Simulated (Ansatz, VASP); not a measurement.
## W in VASP and in Ansatz

Contents of INCAR:

```
PREC = Accurate
ENCUT = 520
EDIFF = 1E-7
ISMEAR = -1
SIGMA = 0.1
LREAL = F
LASPH = T
NELM = 80
ALGO = Normal
ISIF = 2
LWAVE = F
LCHARG = F
GGA = RP
NBANDS = 13
```

File KPOINTS:

```
Automatic mesh
0
Gamma
  15 15 15
```

The input POSCAR:

```
W
1.0
    0.0000000000      1.9720904239      1.9720904239
    1.9720904239      0.0000000000      1.9720904239
    1.9720904239      1.9720904239      0.0000000000
W
1
Direct
    0.0000000000      0.0000000000      0.0000000000
```

Input for Ansatz:

```yaml
crystal:
  lattice:
    - [0.0, 1.9720904239, 1.9720904239]
    - [1.9720904239, 0.0, 1.9720904239]
    - [1.9720904239, 1.9720904239, 0.0]
  atoms:
    - { symbol: W, position: [0.0, 0.0, 0.0] }
hamiltonian:
  xc: rpbe
  pseudopotentials:
    kind: paw
    azcp:
      W: "pseudopotentials/W.paw.azcp"
basis:
  ecutwfc: 420
  fft_grid_basis: typed
kpoints:
  mp_grid: { grid: [15, 15, 15], shift: [0, 0, 0] }
magnetization:
  spin_polarized: false
scf:
  occupations: { method: fermi_dirac, width: 0.1 }
  lower_state_search: "off"
output:
  stress: true
```

Alike in both runs: task single point; functional RPBE; k mesh 15 × 15 × 15; occupations fermi-dirac, width 0.1 eV; no spin polarisation.

```csv
,VASP,Ansatz
version,VASP 6.6.1,Ansatz 0.2.0
potentials or method,"VASP PAW PBE potentials, release 64 (W_sv), cutoff 520 eV","plane waves (420 eV) with PAW, scalar-relativistic"
valence electrons in the cell,14,14
```

Ansatz gave:

```
pressure (GPa) : 26.6
```

What did VASP give for the same quantities?

Pressure (GPa): 27.4.

VASP's potentials were made for PBE, not for RPBE. With one functional, cell and mesh, what is left measures potentials, basis and numerics.

Spin-orbit coupling is off throughout.
